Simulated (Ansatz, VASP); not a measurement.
**Rb in VASP and in Ansatz**

Contents of INCAR:

```
SYSTEM = Rb
  ALGO = Normal
  EDIFF = 1E-6
  ENCUT = 500
  GGA = PE
  GGA_COMPAT = .FALSE.
  ISIF = 2
  ISMEAR = -1
  LASPH = .TRUE.
  LCHARG = .TRUE.
  LELF = .TRUE.
  LREAL = .FALSE.
  LVHAR = .TRUE.
  LWAVE = .FALSE.
  NBANDS = 10
  NELM = 120
  PREC = Accurate
  SIGMA = 0.05
```

File KPOINTS:

```
k-points
0
G
  6 6 6
  0 0 0
```

File POSCAR:

```
Rb
1.0
   -2.8025000000      2.8025000000      2.7464500000
    2.8025000000     -2.8025000000      2.7464500000
    2.8025000000      2.8025000000     -2.7464500000
Rb
1
Direct
    0.0000000000      0.0000000000      0.0000000000
```

File input.yaml:

```yaml
crystal:
  lattice:
    - [-2.8025, 2.8025, 2.74645]
    - [2.8025, -2.8025, 2.74645]
    - [2.8025, 2.8025, -2.74645]
  atoms:
    - { symbol: Rb, position: [0.0, 0.0, 0.0] }
hamiltonian:
  xc: pbe
  pseudopotentials: { kind: paw }
kpoints:
  mp_grid: { grid: [6, 6, 6] }
  band_path:
    path:
      - [[0.0, 0.0, 0.0], [0.0, 0.0, 0.5], [-0.5, 0.5, 0.5], [0.0, 0.0, 0.0], [0.4901, 0.4901, -0.4901], [0.25, 0.25, 0.25], [0.0, 0.5, 0.0], [-0.4901, 0.5099, 0.4901], [-0.5, 0.5, 0.5]]
      - [[0.0, 0.0, 0.5], [0.25, 0.25, 0.25]]
    npoints: 14
scf:
  occupations: { method: fermi_dirac, width: 0.05 }
  n_extra_bands: 6
output:
  forces: true
  stress: true
  eigenvalues: true
  fatbands: false
  write_density: true
  write_potential: true
  elf: true
  volumetric_format: npy
```

Alike in both runs: functional PBE; k mesh 6 × 6 × 6; occupations fermi-dirac, width 0.05 eV; no spin polarisation.

|  | VASP | Ansatz |
| --- | --- | --- |
| version | VASP 6.6.1 | Ansatz 0.2.0 |
| potentials or method | VASP PAW PBE potentials, release 64 (Rb_sv) | Ansatz PAW |
| plane-wave cutoff (eV) | 500 | 420 |
| valence electrons in the cell | 9 | 9 |
| task | single point | band structure |

|  | VASP | Ansatz | Ansatz less VASP |
| --- | --- | --- | --- |
| gap on the k mesh at the Fermi level (eV) | none | none | - |
| pressure (GPa) | 0.2 | 0.2 | 0.00 |

A gap of «none» marks a metal or a gap that the smearing closes. The functional is the same, so the differences come from potentials, cutoffs and numerics.
